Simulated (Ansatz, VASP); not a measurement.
One calculation of Ir, two programs

```
CELL_PARAMETERS angstrom
0.00000 1.91970 1.91970
1.91970 0.00000 1.91970
1.91970 1.91970 0.00000
ATOMIC_POSITIONS crystal
Ir 0.00000 0.00000 0.00000
```

Alike in both runs: task single point; functional LDA; k mesh 8 × 8 × 8; occupations gaussian, width 0.1 eV; no spin polarisation.

|  | VASP | Ansatz |
| --- | --- | --- |
| version | VASP 6.6.1 | Ansatz 0.2.0 |
| potentials or method | VASP PAW LDA potentials, release 64 (Ir), cutoff 500 eV | scalar-relativistic, plane waves, PAW |
| valence electrons in the cell | 9 | 17 |

|  | VASP | Ansatz | Ansatz less VASP |
| --- | --- | --- | --- |
| gap on the k mesh at the Fermi level (eV) | none | none | - |
| pressure (GPa) | -4.8 | -7.1 | -2.31 |

LDA's correlation is that of Perdew and Zunger in VASP and of Perdew and Wang (1992) in Ansatz. A gap of «none» marks a metal or a gap that the smearing closes. VASP's potentials hold 9 valence electrons a cell and Ansatz's 17, so a difference there can come from the potentials and not from the codes.

Neither program's run includes spin-orbit coupling.
